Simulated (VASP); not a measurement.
Wanted: the native input for a VASP 6.6.1 run.

```
Task                   : relaxation of cell and atoms
Functional             : PBE
Potentials or basis    : VASP PAW PBE potentials, release 64 (Ti_sv, Mn_pv, H)
Cutoff                 : 600 eV
k mesh                 : 4 × 4 × 4
Occupations            : gaussian, width 0.1 eV
Spin                   : collinear spin, ferromagnetic start
Starting moments       : [0.0, 4.0, 0.0, 0.0, 0.0, 0.0, 0.0, 0.0] μB
Dipole correction      : no
Further INCAR settings : ALGO = Normal; EDIFF = 1e-07; IBRION = 2; EDIFFG = -0.04; NSW = 90; ISIF = 3
```

The structure of TiMnH6 lies in POSCAR:

```
TiMnH6
1.0
    0.0000000000      3.7888920300      3.7888920300
    3.7888920300      0.0000000000      3.7888920300
    3.7888920300      3.7888920300      0.0000000000
Ti Mn H
1 1 6
Direct
    0.5000000000      0.5000000000      0.5000000000
    0.0000000000      0.0000000000      0.0000000000
    0.7500000000      0.2500000000      0.2500000000
    0.2500000000      0.7500000000      0.7500000000
    0.2500000000      0.7500000000      0.2500000000
    0.7500000000      0.2500000000      0.7500000000
    0.2500000000      0.2500000000      0.7500000000
    0.7500000000      0.7500000000      0.2500000000
```

The input as run:

INCAR

```
SYSTEM = TiMnH6
ALGO = Normal
EDIFF = 1E-7
EDIFFG = -0.04
ENCUT = 600
GGA = PE
IBRION = 2
ISIF = 3
ISMEAR = 0
ISPIN = 2
LASPH = .TRUE.
LCHARG = .FALSE.
LMAXMIX = 4
LORBIT = 11
LREAL = .FALSE.
LWAVE = .FALSE.
MAGMOM = 0 4 0 0 0 0 0 0
NELM = 150
NSW = 90
PREC = Accurate
SIGMA = 0.1
```

KPOINTS

```
k-points
0
G
  4 4 4
  0 0 0
```

Potentials or basis: VASP PAW PBE potentials, release 64 (Ti_sv, Mn_pv, H).

The run is started by

```sh
$ cat potpaw_PBE.64/Ti_sv/POTCAR potpaw_PBE.64/Mn_pv/POTCAR potpaw_PBE.64/H/POTCAR > POTCAR
$ mpirun -np 1 vasp_std > vasp.out
```

Results of the run:

* Relaxed volume: 10.15 Å³/atom
* Relaxed cell: a = 4.860 Å, b = 4.860 Å, c = 4.860 Å, α = 60.00°, β = 60.00°, γ = 60.00°
* Space group after relaxing (to 0.05 Å): Fm-3m (No. 225)
* Energy gained by relaxing: 108.0 meV/atom
* Ionic steps: 9
* Pressure after relaxing: 0.0 GPa
* Net moment: 1.15 μB per cell
* Site moments: Ti -1.03; Mn +2.54; H -0.01 μB
* Valence electrons inside the program's atomic spheres: Ti 10.11; Mn 11.78; H 0.59

Caveat: the volume moved by over 15 % at a fixed basis, so the end points are rough.

Wall time 8.1 min on 1 thread of Intel(R) Xeon(R) 6975P-C (Granite Rapids), with other jobs on the host, peak memory 0.44 GiB.
